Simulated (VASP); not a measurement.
Here is a VASP 6.6.1 calculation.

The input INCAR:

```
PREC = Accurate ; ENCUT = 520
EDIFF = 1E-6 ; ISMEAR = 0
SIGMA = 0.1 ; LREAL = F
LASPH = T ; NELM = 150
ALGO = Normal ; ISIF = 2
LWAVE = F ; LCHARG = F
ISPIN = 2 ; MAGMOM = 0 0 0 0 0
LORBIT = 11 ; LMAXMIX = 4
GGA = PE ; NBANDS = 35
```

Contents of KPOINTS:

```
regular mesh
0
Gamma
  6 6 6
```

POSCAR

```
Na2Nb2O
1.0
   -2.0582215400      2.0582215400      4.7921243900
    2.0582215400     -2.0582215400      4.7921243900
    2.0582215400      2.0582215400     -4.7921243900
Na Nb O
2 2 1
Direct
    0.3709999900      0.3709999900      0.0000000000
    0.6290000100      0.6290000100      0.0000000000
    0.7500000000      0.2500000000      0.5000000000
    0.2500000000      0.7500000000      0.5000000000
    0.0000000000      0.0000000000      0.0000000000
```

Potentials or basis: VASP PAW PBE potentials, release 64 (Na_pv, Nb_sv, O).

The run is started by

```bash
$ cat potpaw_PBE.64/Na_pv/POTCAR potpaw_PBE.64/Nb_sv/POTCAR potpaw_PBE.64/O/POTCAR > POTCAR
$ mpirun -np 1 vasp_std > vasp.out
```

Q: What does it give for the band gap on the k mesh?

A: Zero (filled and empty bands overlap).

Q: Predict the largest force.

A: 6.153 eV/Å.

Forces on the atoms (eV/Å):
```
Na   0.000  0.000  6.153
Na   0.000  0.000 -6.153
Nb   0.000  0.000  0.000
Nb   0.000  0.000  0.000
O    0.000  0.000  0.000
```

Caveat: forces of over 1 eV/Å act on the atoms, so gaps and moduli don't describe the material at rest.
